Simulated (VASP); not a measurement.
A run of VASP 6.6.1 is set up as follows.

Contents of INCAR:

```
SYSTEM = Mg5ZnS6
PREC = Accurate
ENCUT = 600
EDIFF = 1E-6
ISMEAR = 0
SIGMA = 0.1
LREAL = .FALSE.
LASPH = .TRUE.
NELM = 120
ALGO = Normal
ISIF = 2
LWAVE = .FALSE.
LCHARG = .FALSE.
GGA = PE
NBANDS = 41
GGA_COMPAT = .FALSE.
```

File KPOINTS:

```
regular mesh
0
G
  6 6 1
  0 0 0
```

File POSCAR:

```
Mg5ZnS6
1.0
    3.8456747300      0.0000000000      0.0000000000
   -1.9228373700      3.3304520100      0.0000000000
    0.0000000000      0.0000000000     18.8398816300
Mg Zn S
5 1 6
Direct
    0.3333333300      0.6666666700      0.8333333300
    0.0000000000      0.0000000000      0.0000000000
    0.6666666700      0.3333333300      0.1666666700
    0.3333333300      0.6666666700      0.3333333300
    0.6666666700      0.3333333300      0.6666666700
    0.0000000000      0.0000000000      0.5000000000
    0.6666666700      0.3333333300      0.9166666700
    0.3333333300      0.6666666700      0.0833333300
    0.0000000000      0.0000000000      0.2500000000
    0.6666666700      0.3333333300      0.4166666700
    0.3333333300      0.6666666700      0.5833333300
    0.0000000000      0.0000000000      0.7500000000
```

Potentials or basis: VASP PAW PBE potentials, release 64 (Mg, Zn, S).

The run is started by

```console
$ cat potpaw_PBE.64/Mg/POTCAR potpaw_PBE.64/Zn/POTCAR potpaw_PBE.64/S/POTCAR > POTCAR
$ mpirun -np 1 vasp_std > vasp.out
```

(1) What does it give for the pressure?

(2) What does it give for the band gap on the k mesh?

## Answers

(1) -7.6 GPa.

(2) 1.55 eV (least direct gap 1.87 eV).

Caveat: the cell stands under tension; an odd mesh through Γ misses points on the zone boundary, where band edges can lie.
